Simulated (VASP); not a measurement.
# Sb (P6_3/mmc) in VASP: relaxation of shape and atoms at fixed volume with LDA

Aim: the relaxation of shape and atoms at fixed volume of Sb with LDA.

Program: VASP 6.6.1. These are calculated values, not measurements. Logs are shortened: lines on timing, memory, paths and dates and some standing lists are left out, and cuts for length are marked.

### 1 The cell of the first run

Symmetry: P6_3/mmc, No. 194, hexagonal system. Conventional cell: a = 2.494 Å, b = 2.494 Å, c = 4.098 Å, α = 90.00°, β = 90.00°, γ = 120.00°. Within 3.3 Å of Sb (site symmetry -6m2) lie 12 Sb at 2.49 to 2.50 Å.

This isn't the form of Sb at room conditions, which is rhombohedral.

### 2 Relaxation of shape and atoms at fixed volume, LDA

INCAR

```
SYSTEM = Sb
PREC = Accurate
ENCUT = 500
EDIFF = 1E-7
ISMEAR = -1
SIGMA = 0.05
LREAL = .FALSE.
LASPH = .TRUE.
NELM = 120
ALGO = Normal
ISIF = 4
LWAVE = .FALSE.
LCHARG = .FALSE.
IBRION = 2
NSW = 50
EDIFFG = -0.005
GGA_COMPAT = .FALSE.
NELMIN = 4
```

KPOINTS

```
regular mesh
0
G
  14 14 8
  0 0 0
```

POSCAR

```
Sb
1.0
    2.4942521188      0.0000000000      0.0000000000
   -1.2471260594      2.1600856983      0.0000000000
    0.0000000000      0.0000000000      4.0983444662
Sb
2
Direct
    0.3333333333      0.6666666667      0.2500000000
    0.6666666667      0.3333333333      0.7500000000
```

Potentials or basis: VASP PAW LDA potentials, release 64 (Sb_d_GW).

Run with:

```sh
> cat potpaw_LDA.64/Sb_d_GW/POTCAR > POTCAR
> mpirun -np 1 vasp_std > vasp.out
```

OUTCAR:

```text
SYSTEM = Sb
   PREC = Accurate
   ENCUT = 500
   EDIFF = 1E-7
   ISMEAR = -1
   LREAL = .FALSE.
   LASPH = .TRUE.
   NELM = 120
   ISIF = 4
   IBRION = 2
   NSW = 50
   EDIFFG = -0.005
   NELMIN = 4

 ion  position               nearest neighbor table
   1  0.333  0.667  0.250-   2 2.50   2 2.50   2 2.50   2 2.50   2 2.50   2 2.50
   2  0.667  0.333  0.750-   1 2.50   1 2.50   1 2.50   1 2.50   1 2.50   1 2.50

  LATTYP: Found a hexagonal cell.
 ALAT       =     2.4942521188
 C/A-ratio  =     1.6431155597

  Lattice vectors:

 A1 = (   2.4942521188,   0.0000000000,   0.0000000000)
 A2 = (  -1.2471260594,   2.1600856983,   0.0000000000)
 A3 = (   0.0000000000,   0.0000000000,   4.0983444662)

Analysis of symmetry for initial positions (statically):
=====================================================================
 Subroutine PRICEL returns:
 Original cell was already a primitive cell.

 Routine SETGRP: Setting up the symmetry group for a
 hexagonal supercell.

 Subroutine GETGRP returns: Found 24 space group operations
 (whereof 12 operations were pure point group operations)
 out of a pool of 24 trial point group operations.

The static configuration has the point symmetry D_3d.
 The point group associated with its full space group is D_6h.

Analysis of symmetry for dynamics (positions and initial velocities):
=====================================================================
 Subroutine PRICEL returns:
 Original cell was already a primitive cell.

 Routine SETGRP: Setting up the symmetry group for a
 hexagonal supercell.

 Subroutine GETGRP returns: Found 24 space group operations
 (whereof 12 operations were pure point group operations)
 out of a pool of 24 trial point group operations.

The dynamic configuration has the point symmetry D_3d.
 The point group associated with its full space group is D_6h.

 Subroutine INISYM returns: Found 24 space group operations
 (whereof 12 operations are pure point group operations),
 and found     1 'primitive' translations

----------------------------------------------------------------------------------------

                                     Primitive cell

  volume of cell :      22.0811

  direct lattice vectors                    reciprocal lattice vectors
     2.494252119  0.000000000  0.000000000     0.400921780  0.231472298  0.000000000
    -1.247126059  2.160085698  0.000000000     0.000000000  0.462944596  0.000000000
     0.000000000  0.000000000  4.098344466     0.000000000  0.000000000  0.244000964

  length of vectors
     2.494252119  2.494252119  4.098344466     0.462944596  0.462944596  0.244000964

  position of ions in fractional coordinates (direct lattice)
     0.333333333  0.666666667  0.250000000
     0.666666667  0.333333333  0.750000000

  ion indices of the primitive-cell ions
   primitive index   ion index
                 1           1
                 2           2

----------------------------------------------------------------------------------------

 KPOINTS: regular mesh

Automatic generation of k-mesh.
 Grid dimensions read from file:
 generate k-points for:   14   14    8

 Generating k-lattice:

  Cartesian coordinates                     Fractional coordinates (reciprocal lattice)
     0.028637270  0.016533736  0.000000000     0.071428571  0.000000000  0.000000000
     0.000000000  0.033067471  0.000000000     0.000000000  0.071428571  0.000000000
     0.000000000  0.000000000  0.030500120     0.000000000  0.000000000  0.125000000

  Length of vectors
     0.033067471  0.033067471  0.030500120

  Shift w.r.t. Gamma in fractional coordinates (k-lattice)
     0.000000000  0.000000000  0.000000000

 Subroutine IBZKPT returns following result:
 ===========================================

 Found    120 irreducible k-points:

 Following reciprocal coordinates:
            Coordinates               Weight
  0.000000  0.000000  0.000000      1.000000
  0.071429  0.000000  0.000000      6.000000
  0.142857  0.000000  0.000000      6.000000
  0.214286  0.000000  0.000000      6.000000
  0.285714  0.000000  0.000000      6.000000
  0.357143  0.000000  0.000000      6.000000
[... 16 lines left out ...]
  0.285714  0.285714  0.000000      6.000000
  0.357143  0.285714  0.000000      6.000000
 [... further k-points ...]
   k-points           NKPTS =    120   k-points in BZ     NKDIM =    120   number of bands    NBANDS=     19
   number of dos      NEDOS =    301   number of ions     NIONS =      2
   total plane-waves  NPLWV =   9720
   dimension x,y,z NGX =    18 NGY =   18 NGZ =   30
   dimension x,y,z NGXF=    36 NGYF=   36 NGZF=   60
   ions per type =               2
   NGX,Y,Z   is equivalent  to a cutoff of  12.00, 12.00, 12.17 a.u.
   NGXF,Y,Z  is equivalent  to a cutoff of  23.99, 23.99, 24.34 a.u.
 SYSTEM =  Sb
   PREC   = accura    normal or accurate (medium, high low for compatibility)
   ISTART =      0    job   : 0-new  1-cont  2-samecut
   ICHARG =      2    charge: 1-file 2-atom 10-const
   ISPIN  =      1    spin polarized calculation?
   LNONCOLLINEAR =      F non collinear calculations
   LSORBIT =      F    spin-orbit coupling
   LASPH  =      T    aspherical Exc in radial PAW
   ENCUT  =  500.0 eV  36.75 Ry    6.06 a.u.   4.55  4.55  7.47*2*pi/ulx,y,z
   NELM   =    120;   NELMIN=  4; NELMDL= -5     # of ELM steps
   EDIFF  = 0.1E-06   stopping-criterion for ELM
   LREAL  =      F    real-space projection
   EDIFFG = -.5E-02   stopping-criterion for IOM
   NSW    =     50    number of steps for IOM
   IBRION =      2    ionic relax: 0-MD 1-quasi-New 2-CG
   NFREE  =      1    steps in history (QN), initial steepest desc. (CG)
   ISIF   =      4    stress and relaxation
   ISYM   =      2    0-nonsym 1-usesym 2-fastsym
   POTIM  = 0.5000    time-step for ionic-motion
   TEBEG  =    0.0;   TEEND  =   0.0 temperature during run
   PSTRESS=    0.0 pullay stress
   NELECT =      30.0000    total number of electrons
   NUPDOWN=      -1.0000    fix difference up-down
   EMIN   =  10.00;   EMAX   =-10.00  energy-range for DOS
   EFERMI =   0.00;   METHOD = LEGACY
   ISMEAR =    -1;   SIGMA  =   0.05  broadening in eV -4-tet -1-fermi 0-gaus
   EFERMI_NEDOS =   21; number of points for ismear=-14 and -15
   IALGO  =     38    algorithm
   IMIX   =      4    mixing-type and parameters
     AMIX     =   0.40;   BMIX     =  1.00
     AMIX_MAG =   1.60;   BMIX_MAG =  1.00
  volume/ion in A,a.u.               =      11.04        74.51
  Fermi-wavevector in a.u.,A,eV,Ry     =   1.813184  3.426422 44.731029  3.287638
  Thomas-Fermi vector in A             =   2.871276
   LORBIT       =      0    0 simple, 1 ext, 2 COOP (PROOUT), +10 PAW based schemes
   GGA     = CA    functional components
   LHFCALC =     F    Hartree Fock is set to
   AEXX    =    0.0000 exact exchange contribution
   IVDW    =     0    specifies the selected vdW correction
   LEPSILON=     F    determine dielectric tensor
   LRPA    =     F    only Hartree local field effects (RPA)
 conjugate gradient relaxation of ions
 non-spin polarized calculation
  energy-cutoff  :      500.00
  volume of cell :       22.08
 maximum number of plane-waves:       578
   NGX =  9   NGY =  9   NGZ = 15

--------------------------------------- Ionic step        1  -------------------------------------------

 number of electron      30.0000021 magnetization

 Free energy of the ion-electron system (eV)
  ---------------------------------------------------
  ext. energy  EPLUGINS =         0.00000000
  ---------------------------------------------------
  free energy    TOTEN  =         8.28347872 eV

  energy without entropy =        8.29046289  energy(sigma->0) =        8.28697080

------------------------ aborting loop because EDIFF is reached ----------------------------------------

  FORCE on cell =-STRESS in cart. coord.  units (eV):
  Direction    XX          YY          ZZ          XY          YZ          ZX
  --------------------------------------------------------------------------------------
  -------------------------------------------------------------------------------------
  Total       58.7275355     58.7275355     56.2346503      0.0000000     -0.0000000      0.0000000
  in kB     4261.2063818   4261.2063817   4080.3253334      0.0000000     -0.0000000      0.0000000
  external PRESSURE =    4200.9126990 kB  Pullay stress =       0.0000000 kB

 VOLUME and BASIS-vectors are now :
 -----------------------------------------------------------------------------
  energy-cutoff  :      500.00
  volume of cell :       22.08
      direct lattice vectors                 reciprocal lattice vectors
     2.494252119  0.000000000  0.000000000     0.400921780  0.231472298  0.000000000
    -1.247126059  2.160085698  0.000000000     0.000000000  0.462944596  0.000000000
     0.000000000  0.000000000  4.098344466     0.000000000  0.000000000  0.244000964
[... 181 lines left out ...]
 POSITION                                       TOTAL-FORCE (eV/Angst)
 -----------------------------------------------------------------------------------
     -0.00000      1.46416      0.99113        -0.000000      0.000000      0.000000
      1.26800      0.73208      2.97340         0.000000     -0.000000     -0.000000
 -----------------------------------------------------------------------------------
    total drift:                               -0.000000      0.000000     -0.000000

  FREE ENERGIE OF THE ION-ELECTRON SYSTEM (eV)
  ---------------------------------------------------
  free  energy   TOTEN  =         8.2367110655 eV

  energy  without entropy=        8.2424321966  energy(sigma->0) =        8.23957163

--------------------------------------- Ionic step        7  -------------------------------------------

 number of electron      29.9999976 magnetization

 Free energy of the ion-electron system (eV)
  ---------------------------------------------------
  ext. energy  EPLUGINS =         0.00000000
  ---------------------------------------------------
  free energy    TOTEN  =         8.23660699 eV

  energy without entropy =        8.24204596  energy(sigma->0) =        8.23932648

 E-fermi :  21.2868     XC(G=0): -15.8376

 val. band max:       21.2849527981   @ k =   0.3571   0.0714   0.0000
 cond. band min:      21.2983178429   @ k =   0.4286   0.0000   0.2500
 fundamental gap:      0.0133650448
 Fermi energy:        21.2867832403

 k-point     1 :       0.0000    0.0000    0.0000
  band No.  band energies     occupation
      1     -11.0690      2.00000
      2     -10.5770      2.00000
      3     -10.5333      2.00000
      4     -10.5333      2.00000
      5     -10.3940      2.00000
      6     -10.3940      2.00000
[... 11 lines left out ...]
     18      31.2569      0.00000
     19      31.9793      0.00000
[... 485 lines left out ...]
 k-point    24 :       0.3571    0.2857    0.0000
  band No.  band energies     occupation
      1     -11.2792      2.00000
      2     -10.7528      2.00000
      3     -10.5934      2.00000
      4     -10.4986      2.00000
      5     -10.3622      2.00000
      6     -10.2223      2.00000
[... 11 lines left out ...]
     18      21.4452      0.08080
     19      22.7453      0.00000

 [... further k-points ...]
[... 5 lines left out ...]
  --------------------------------------------------------------------------------------
  -------------------------------------------------------------------------------------
  Total       57.7938108     57.7938108     57.7939558      0.0000000     -0.0000000      0.0000000
  in kB     4193.4563289   4193.4563284   4193.4668534      0.0000000     -0.0000000      0.0000000
  external PRESSURE =    4193.4598369 kB  Pullay stress =       0.0000000 kB

 VOLUME and BASIS-vectors are now :
 -----------------------------------------------------------------------------
  energy-cutoff  :      500.00
  volume of cell :       22.08
      direct lattice vectors                 reciprocal lattice vectors
     2.537264246  0.000000000 -0.000000000     0.394125287  0.227548341  0.000000000
    -1.268632123  2.197335293 -0.000000000     0.000000000  0.455096682  0.000000000
     0.000000000 -0.000000000  3.960570593     0.000000000  0.000000000  0.252488872

 POSITION                                       TOTAL-FORCE (eV/Angst)
 -----------------------------------------------------------------------------------
     -0.00000      1.46489      0.99014         0.000000     -0.000000     -0.000000
      1.26863      0.73245      2.97043        -0.000000      0.000000      0.000000
 -----------------------------------------------------------------------------------
    total drift:                               -0.000000      0.000000     -0.000000

  FREE ENERGIE OF THE ION-ELECTRON SYSTEM (eV)
  ---------------------------------------------------
  free  energy   TOTEN  =         8.2366069946 eV

  energy  without entropy=        8.2420459564  energy(sigma->0) =        8.23932648

 reached required accuracy - stopping structural energy minimisation
```

Wall time 2.5 min (1 thread of AMD EPYC 9R45 (Zen 5), shared host); peak memory 0.13 GiB.

Results:

* Free energy: 8.2366 eV
* Energy gained by relaxing: 23.4 meV/atom
* Ionic steps: 7
* Pressure after relaxing: 419.3 GPa
* Band gap on the k mesh: zero (bands 15 and 16 overlap by 14.89 eV)

Step by step:
| step | energy change (eV) | largest force (eV/Å) | pressure (GPa) | volume (Å³) |
| --- | --- | --- | --- | --- |
| 1 | 0.0000 | 0.0000 | 420.09 | 22.08 |
| 2 | -0.0424 | 0.0000 | 419.46 | 22.08 |
| 3 | -0.0460 | 0.0000 | 419.35 | 22.08 |
| 4 | -0.0469 | 0.0000 | 419.35 | 22.08 |
| 5 | -0.0469 | 0.0000 | 419.36 | 22.08 |
| 6 | -0.0468 | 0.0000 | 419.35 | 22.08 |
| 7 | -0.0469 | 0.0000 | 419.35 | 22.08 |

Final structure:
```
Sb
1.0
     2.53726    0.00000    0.00000
    -1.26863    2.19734    0.00000
     0.00000    0.00000    3.96057
Sb
2
Cartesian
  0.0000 1.4649 0.9901
  1.2686 0.7324 2.9704
```

Caveat: spin-orbit coupling is left out, which moves the levels of the heavy elements.
